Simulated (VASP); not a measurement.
Input of a VASP 6.6.1 run:

File POSCAR:

```
Fe
1.0
    2.4585672549      0.0000000000      0.0000000000
   -1.2292836274      2.1291816996      0.0000000000
    0.0000000000      0.0000000000      7.7921669403
Fe
4
Direct
    0.3333333333      0.6666666667      0.3750012404
    0.6666666667      0.3333333333      0.1249987596
    0.3333333333      0.6666666667      0.8749987568
    0.6666666667      0.3333333333      0.6250012432
```

INCAR.step1

```
  PREC = Accurate
  ENCUT = 520
  EDIFF = 1E-6
  ISMEAR = 0
  SIGMA = 0.05
  LREAL = F
  LASPH = T
  NELM = 150
  ALGO = Normal
  ISIF = 2
  LWAVE = F
  LCHARG = T
  ISPIN = 2
  MAGMOM = 0.05 0.05 -0.05 -0.05
  LMAXMIX = 4
  GGA = PE
  NBANDS = 28
```

Contents of KPOINTS.step1:

```
Automatic mesh
0
Gamma
  18 18 5
```

Contents of INCAR.step2:

```
  PREC = Accurate
  ENCUT = 520
  EDIFF = 1E-6
  ISMEAR = -5
  SIGMA = 0.05
  LREAL = F
  LASPH = T
  NELM = 150
  ALGO = Normal
  ISIF = 2
  LWAVE = F
  LCHARG = F
  ISPIN = 2
  MAGMOM = 0.05 0.05 -0.05 -0.05
  LORBIT = 11
  LMAXMIX = 4
  GGA = PE
  NBANDS = 28
  NEDOS = 2001
  ICHARG = 11
```

The input KPOINTS.step2:

```
Automatic mesh
0
Gamma
  27 27 8
```

Potentials or basis: VASP PAW PBE potentials, release 64 (Fe).

Command:

```bash
$ cat potpaw_PBE.64/Fe/POTCAR > POTCAR
$ cp INCAR.step1 INCAR
$ cp KPOINTS.step1 KPOINTS
$ mpirun -np 1 vasp_std > vasp.out
$ cp INCAR.step2 INCAR
$ cp KPOINTS.step2 KPOINTS
$ mpirun -np 1 vasp_std > vasp.out
```

**Question.** What does it give for the net moment?

**Answer.** 0.00 μB per cell.
